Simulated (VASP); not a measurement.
# H6C2O in VASP: single point with PBE+D3(BJ)

Aim: the single point of H6C2O with PBE+D3(BJ).

Everything below comes from runs of VASP 6.6.1. Logs are shortened: lines on timing, memory, paths and dates and some standing lists are left out, and cuts for length are marked.

## 1. The cell of the first run

The cell holds a disordered packing, 36 atoms: a = 7.294 Å, b = 7.294 Å, c = 7.294 Å, α = 90.00°, β = 90.00°, γ = 90.00°.

## 2. Single point, PBE+D3(BJ)

INCAR

```
SYSTEM = H6C2O
PREC = Accurate
ENCUT = 1000
EDIFF = 1E-6
ISMEAR = -1
SIGMA = 0.05
LREAL = Auto
LASPH = .TRUE.
NELM = 120
ALGO = Normal
ISIF = 2
LWAVE = .FALSE.
LCHARG = .FALSE.
GGA = PE
IVDW = 12
NBANDS = 64
GGA_COMPAT = .FALSE.
```

KPOINTS

```
regular mesh
0
G
  1 1 1
  0 0 0
```

POSCAR

```
H6C2O
1.0
    7.2936330000      0.0000000000      0.0000000000
    0.0000000000      7.2936330000      0.0000000000
    0.0000000000      0.0000000000      7.2936330000
C O H
8 4 24
Direct
    0.7669109423      0.3317765816      0.8613374430
    0.5755029496      0.4010961363      0.8226588880
    1.0168816435      0.0874528270      0.5265742025
    0.8404076066      0.0514145607      0.4226120687
    0.7230989099      0.8632665715      0.8289616252
    0.9081583618      0.7895559641      0.8861476679
    0.2576753821      0.4958636180      0.3170465159
    0.1132662470      0.4753925406      0.1696852563
    0.4519155446      0.2501525517      0.8435457013
    0.8170611205     -0.1429494231      0.4107154685
    1.0133381985      0.9360801521      0.9639244135
   -0.0620960785      0.4722106587      0.2563339004
    0.3289021780      0.2932597897      0.8172394956
    0.5401395209      0.5131486200      0.9181920334
    0.5686762260      0.4572957270      0.6824137350
    0.8686452275      0.4410473503      0.8470972176
    0.7757277634      0.2721242880      0.9989999798
    0.8028687505      0.2238199657      0.7648309411
    0.7030119411     -0.1668899498      0.3465905830
    0.7226350778      0.1151462127      0.4940874054
    0.8476018144      0.1125171374      0.2850085262
    1.0402584534      0.2350645339      0.5394688322
    1.0128997805      0.0300949207      0.6651170178
    1.1331189103      0.0246991176      0.4551784949
    1.1317161750      0.8872729025      1.0010081265
    0.8874757988      0.6810748900      0.9886934634
    0.9804277743      0.7284173341      0.7676733959
    0.6394723741      0.7555577425      0.7668693497
    0.6509670619      0.9239631878      0.9454868693
    0.7404594795      0.9692161223      0.7257654916
   -0.1541706097      0.4596279208      0.1611266441
    0.1229139911      0.5917431357      0.0738262495
    0.1355346370      0.3491809838      0.0894378990
    0.3947219960      0.5012676632      0.2559371020
    0.2335158547      0.6220613185      0.3951245532
    0.2516921954      0.3789306466      0.4108867424
```

Potentials or basis: VASP PAW PBE potentials, release 64 (C_h, O_h, H_h).

Launch:

```bash
> cat potpaw_PBE.64/C_h/POTCAR potpaw_PBE.64/O_h/POTCAR potpaw_PBE.64/H_h/POTCAR > POTCAR
> mpirun -np 1 vasp_gam > vasp.out
```

OUTCAR:

```text
SYSTEM = H6C2O
   PREC = Accurate
   ENCUT = 1000
   EDIFF = 1E-6
   ISMEAR = -1
   LREAL = Auto
   LASPH = .TRUE.
   NELM = 120
   ISIF = 2
   GGA = PE
   IVDW = 12
 IVDW          = 12

 ion  position               nearest neighbor table
   1  0.767  0.332  0.861-  18 1.09  16 1.09  17 1.10   2 1.51
   2  0.576  0.401  0.823-  15 1.10  14 1.10   9 1.43   1 1.51
   3  0.017  0.087  0.527-  23 1.09  22 1.09  24 1.10   4 1.52
   4  0.840  0.051  0.423-  21 1.10  20 1.11  10 1.43   3 1.52
   5  0.723  0.863  0.829-  30 1.09  28 1.09  29 1.09   6 1.51
   6  0.908  0.790  0.886-  26 1.10  27 1.11  11 1.43   5 1.51
   7  0.258  0.496  0.317-  36 1.09  34 1.10  35 1.10   8 1.51
   8  0.113  0.475  0.170-  32 1.10  33 1.10  12 1.43   7 1.51
   9  0.452  0.250  0.844-  13 0.97   2 1.43
  10  0.817  0.857  0.411-  19 0.97   4 1.43
  11  0.013  0.936  0.964-  25 0.97   6 1.43
  12  0.938  0.472  0.256-  31 0.97   8 1.43
  13  0.329  0.293  0.817-   9 0.97
  14  0.540  0.513  0.918-   2 1.10
  15  0.569  0.457  0.682-   2 1.10
  16  0.869  0.441  0.847-   1 1.09
  17  0.776  0.272  0.999-   1 1.10
  18  0.803  0.224  0.765-   1 1.09
[... 16 lines left out ...]
  35  0.234  0.622  0.395-   7 1.10
  36  0.252  0.379  0.411-   7 1.09

  LATTYP: Found a simple cubic cell.
 ALAT       =     7.2936330000

  Lattice vectors:

 A1 = (   7.2936330000,   0.0000000000,   0.0000000000)
 A2 = (   0.0000000000,   7.2936330000,   0.0000000000)
 A3 = (   0.0000000000,   0.0000000000,   7.2936330000)

Analysis of symmetry for initial positions (statically):
=====================================================================
 Subroutine PRICEL returns:
 Original cell was already a primitive cell.

 Routine SETGRP: Setting up the symmetry group for a
 simple cubic supercell.

 Subroutine GETGRP returns: Found  1 space group operations
 (whereof  1 operations were pure point group operations)
 out of a pool of 48 trial point group operations.

The static configuration has the point symmetry C_1 .

Analysis of symmetry for dynamics (positions and initial velocities):
=====================================================================
 Subroutine PRICEL returns:
 Original cell was already a primitive cell.

 Routine SETGRP: Setting up the symmetry group for a
 simple cubic supercell.

 Subroutine GETGRP returns: Found  1 space group operations
 (whereof  1 operations were pure point group operations)
 out of a pool of 48 trial point group operations.

The dynamic configuration has the point symmetry C_1 .

 Subroutine INISYM returns: Found  1 space group operations
 (whereof  1 operations are pure point group operations),
 and found     1 'primitive' translations

----------------------------------------------------------------------------------------

                                     Primitive cell

  volume of cell :     388.0000

  direct lattice vectors                    reciprocal lattice vectors
     7.293633000  0.000000000  0.000000000     0.137105884  0.000000000  0.000000000
     0.000000000  7.293633000  0.000000000     0.000000000  0.137105884  0.000000000
     0.000000000  0.000000000  7.293633000     0.000000000  0.000000000  0.137105884

  length of vectors
     7.293633000  7.293633000  7.293633000     0.137105884  0.137105884  0.137105884

  position of ions in fractional coordinates (direct lattice)
     0.766910942  0.331776582  0.861337443
     0.575502950  0.401096136  0.822658888
     0.016881643  0.087452827  0.526574203
     0.840407607  0.051414561  0.422612069
     0.723098910  0.863266571  0.828961625
     0.908158362  0.789555964  0.886147668
[... 28 lines left out ...]
     0.233515855  0.622061319  0.395124553
     0.251692195  0.378930647  0.410886742

  ion indices of the primitive-cell ions
   primitive index   ion index
                 1           1
                 2           2
                 3           3
                 4           4
                 5           5
                 6           6
[... 28 lines left out ...]
                35          35
                36          36

----------------------------------------------------------------------------------------

 KPOINTS: regular mesh

Automatic generation of k-mesh.
 Grid dimensions read from file:
 generate k-points for:    1    1    1

 Generating k-lattice:

  Cartesian coordinates                     Fractional coordinates (reciprocal lattice)
     0.137105884  0.000000000  0.000000000     1.000000000  0.000000000  0.000000000
     0.000000000  0.137105884  0.000000000     0.000000000  1.000000000  0.000000000
     0.000000000  0.000000000  0.137105884     0.000000000  0.000000000  1.000000000

  Length of vectors
     0.137105884  0.137105884  0.137105884

  Shift w.r.t. Gamma in fractional coordinates (k-lattice)
     0.000000000  0.000000000  0.000000000

 Subroutine IBZKPT returns following result:
 ===========================================

 Found      1 irreducible k-points:

 Following reciprocal coordinates:
            Coordinates               Weight
  0.000000  0.000000  0.000000      1.000000
   k-points           NKPTS =      1   k-points in BZ     NKDIM =      1   number of bands    NBANDS=     64
   number of dos      NEDOS =    301   number of ions     NIONS =     36
   total plane-waves  NPLWV = 512000
   dimension x,y,z NGX =    80 NGY =   80 NGZ =   80
   dimension x,y,z NGXF=   160 NGYF=  160 NGZF=  160
   ions per type =               8   4  24
   NGX,Y,Z   is equivalent  to a cutoff of  18.23, 18.23, 18.23 a.u.
   NGXF,Y,Z  is equivalent  to a cutoff of  36.47, 36.47, 36.47 a.u.
 SYSTEM =  H6C2O
   PREC   = accura    normal or accurate (medium, high low for compatibility)
   ISTART =      0    job   : 0-new  1-cont  2-samecut
   ICHARG =      2    charge: 1-file 2-atom 10-const
   ISPIN  =      1    spin polarized calculation?
   LNONCOLLINEAR =      F non collinear calculations
   LSORBIT =      F    spin-orbit coupling
   LASPH  =      T    aspherical Exc in radial PAW
   ENCUT  = 1000.0 eV  73.50 Ry    8.57 a.u.  18.81 18.81 18.81*2*pi/ulx,y,z
   NELM   =    120;   NELMIN=  2; NELMDL= -5     # of ELM steps
   EDIFF  = 0.1E-05   stopping-criterion for ELM
   LREAL  =      T    real-space projection
   EDIFFG = 0.1E-04   stopping-criterion for IOM
   NSW    =      0    number of steps for IOM
   IBRION =     -1    ionic relax: 0-MD 1-quasi-New 2-CG
   NFREE  =      0    steps in history (QN), initial steepest desc. (CG)
   ISIF   =      2    stress and relaxation
   ISYM   =      2    0-nonsym 1-usesym 2-fastsym
   POTIM  = 0.5000    time-step for ionic-motion
   TEBEG  =    0.0;   TEEND  =   0.0 temperature during run
   PSTRESS=    0.0 pullay stress
   NELECT =      80.0000    total number of electrons
   NUPDOWN=      -1.0000    fix difference up-down
   EMIN   =  10.00;   EMAX   =-10.00  energy-range for DOS
   EFERMI =   0.00;   METHOD = LEGACY
   ISMEAR =    -1;   SIGMA  =   0.05  broadening in eV -4-tet -1-fermi 0-gaus
   EFERMI_NEDOS =   21; number of points for ismear=-14 and -15
   IALGO  =     38    algorithm
   IMIX   =      4    mixing-type and parameters
     AMIX     =   0.40;   BMIX     =  1.00
     AMIX_MAG =   1.60;   BMIX_MAG =  1.00
  volume/ion in A,a.u.               =      10.78        72.73
  Fermi-wavevector in a.u.,A,eV,Ry     =   0.967151  1.827650 12.726630  0.935381
  Thomas-Fermi vector in A             =   2.097013
   LORBIT       =      0    0 simple, 1 ext, 2 COOP (PROOUT), +10 PAW based schemes
   GGA     = PE    functional components
   LHFCALC =     F    Hartree Fock is set to
   AEXX    =    0.0000 exact exchange contribution
   IVDW    =    12    specifies the selected vdW correction
   LEPSILON=     F    determine dielectric tensor
   LRPA    =     F    only Hartree local field effects (RPA)
 non-spin polarized calculation
  energy-cutoff  :     1000.00
  volume of cell :      388.00
 maximum number of plane-waves:     13913
 NGX is ok and might be reduce to    80
   NGX = 37   NGY = 37   NGZ = 37

 number of electron      80.0000001 magnetization

 Free energy of the ion-electron system (eV)
  ---------------------------------------------------
  ext. energy  EPLUGINS =         0.00000000
  ---------------------------------------------------
  free energy    TOTEN  =      -187.43685908 eV

  energy without entropy =     -187.43685908  energy(sigma->0) =     -187.43685908

 E-fermi :  -1.2642     XC(G=0):  -6.4392

 val. band max:       -2.4864784483   @ k =   0.0000   0.0000   0.0000
 cond. band min:       1.8335109129   @ k =   0.0000   0.0000   0.0000
 fundamental gap:      4.3199893612
 Fermi energy:        -1.2641631823

 k-point     1 :       0.0000    0.0000    0.0000
  band No.  band energies     occupation
      1     -22.2506      2.00000
      2     -22.1800      2.00000
      3     -22.1245      2.00000
      4     -21.8201      2.00000
      5     -15.5157      2.00000
      6     -15.3341      2.00000
[... 44 lines left out ...]
     51       5.6147      0.00000
     52       5.8425      0.00000
 [bands above 52 left out]

------------------------ aborting loop because EDIFF is reached ----------------------------------------

 Edisp (eV)   -1.37588

 E8    (eV) :    -0.3084

  FORCE on cell =-STRESS in cart. coord.  units (eV):
  Direction    XX          YY          ZZ          XY          YZ          ZX
  --------------------------------------------------------------------------------------
  -------------------------------------------------------------------------------------
  Total       0.41165     3.86074     2.47025    -0.04310    -0.83071    -0.31547
  in kB       1.69982    15.94225    10.20045    -0.17797    -3.43026    -1.30267
  external pressure =        9.28 kB  Pullay stress =        0.00 kB

 VOLUME and BASIS-vectors are now :
 -----------------------------------------------------------------------------
  energy-cutoff  :     1000.00
  volume of cell :      388.00
      direct lattice vectors                 reciprocal lattice vectors
     7.293633000  0.000000000  0.000000000     0.137105884  0.000000000  0.000000000
     0.000000000  7.293633000  0.000000000     0.000000000  0.137105884  0.000000000
     0.000000000  0.000000000  7.293633000     0.000000000  0.000000000  0.137105884

 POSITION                                       TOTAL-FORCE (eV/Angst)
 -----------------------------------------------------------------------------------
      5.59357      2.41986      6.28228        -0.149307      0.120957     -0.023093
      4.19751      2.92545      6.00017         0.122864     -0.027619      0.032421
      0.12313      0.63785      3.84064        -0.088316      0.008321     -0.021181
      6.12962      0.37500      3.08238         0.145999      0.095454     -0.080727
      5.27402      6.29635      6.04614         0.183795     -0.034382      0.048620
      6.62377      5.75873      6.46324        -0.271629     -0.085394     -0.010961
[... 28 lines left out ...]
      1.70318      4.53709      2.88189        -0.005814      0.053303      0.044940
      1.83575      2.76378      2.99686         0.101859     -0.020844      0.061232
 -----------------------------------------------------------------------------------
    total drift:                                0.002822      0.003512      0.000211

  FREE ENERGIE OF THE ION-ELECTRON SYSTEM (eV)
  ---------------------------------------------------
  free  energy   TOTEN  =      -188.8127376097 eV

  energy  without entropy=     -188.8127376096  energy(sigma->0) =     -188.81273761
```

Wall time 93 s (1 thread of Intel Xeon Platinum 8488C (Sapphire Rapids), shared host); peak memory 0.9 GiB.

What came out:

```yaml
Free_energy: -188.8127 eV
Pressure: 0.9 GPa
Largest_force: 0.285 eV/Å
Band_gap_on_the_k_mesh: 4.32 eV
Dispersion_energy_per_atom: -0.038 eV
```

Forces in eV/Å, atoms in the order of the input:
```
C   -0.149  0.121 -0.023
C    0.123 -0.028  0.032
C   -0.088  0.008 -0.021
C    0.146  0.095 -0.081
C    0.184 -0.034  0.049
C   -0.272 -0.085 -0.011
C    0.030 -0.009  0.016
C   -0.007 -0.035  0.094
O   -0.138 -0.032  0.014
O   -0.053 -0.109 -0.058
O    0.095  0.103  0.080
O    0.010 -0.010 -0.011
H    0.004 -0.061 -0.011
H   -0.082  0.056  0.041
H   -0.029  0.017 -0.058
H   -0.017  0.015 -0.019
H   -0.007 -0.091  0.034
H    0.071 -0.051 -0.013
H    0.107 -0.011 -0.014
H   -0.021  0.042  0.004
H    0.058 -0.005 -0.082
H   -0.006  0.046 -0.096
H    0.028 -0.002 -0.001
H    0.135  0.005 -0.150
H   -0.111  0.054  0.002
H    0.020  0.030  0.079
H   -0.059  0.046 -0.032
H   -0.032 -0.031  0.039
H   -0.109 -0.008  0.106
H   -0.147  0.060 -0.015
H    0.077 -0.052  0.023
H    0.050  0.026 -0.047
H    0.039 -0.097  0.017
H    0.054 -0.004  0.004
H   -0.006  0.053  0.045
H    0.102 -0.021  0.061
```

Levels at points of the mesh, in eV from the valence-band top:
| k point | band 36 | band 37 | band 38 | band 39 | band 40 | band 41 | band 42 | band 43 | band 44 | band 45 |
| --- | --- | --- | --- | --- | --- | --- | --- | --- | --- | --- |
| (0.00, 0.00, 0.00) | -1.80 | -0.63 | -0.55 | -0.44 | 0.00 | 4.32 | 5.33 | 5.79 | 6.34 | 6.48 |

Caveat: the k points lie up to 0.86 Å⁻¹ apart.
